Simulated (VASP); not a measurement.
CdS: single point with r2SCAN

CdS:

```
Cd S
1.0
     0.00000    2.88043    2.88043
     2.88043    0.00000    2.88043
     2.88043    2.88043    0.00000
Cd S
1 1
Direct
  0.00000 0.00000 0.00000
  0.25000 0.25000 0.25000
```

This cell differs from its parent crystal: strain -2.0%.

```
Program                : VASP 6.6.1
Task                   : single point
Functional             : r2SCAN
Potentials or basis    : VASP PAW PBE potentials, release 64 (Cd, S)
Cutoff                 : 520 eV
k mesh                 : 8 × 8 × 8
Occupations            : fermi-dirac, width 0.02 eV
Spin                   : non-collinear spin, zero start, spin-orbit coupling
Starting moments       : [[0.0, 0.0, 0.0], [0.0, 0.0, 0.0]] μB
Dipole correction      : no
Further INCAR settings : ALGO = Normal; EDIFF = 1e-06; NBANDS = 30
```

```yaml
Pressure: 4.5 GPa
Net_moment: 0.00 μB per cell
Valence_electrons_inside_the_program's_atomic_spheres: Cd 10.34; S 3.76
```

Moments on the atoms (μB; x, y, z):
```
Cd  0.00 0.00 0.00
S   0.00 0.00 0.00
```

It took 4.8 min on 1 thread of Intel(R) Xeon(R) 6975P-C (Granite Rapids) (shared host), peak memory 0.37 GiB.

Caveat: the cell differs from its parent crystal (strain -2.0%); the cell stands under pressure; the PAW data sets were made with another functional, which shifts forces and pressure a little.
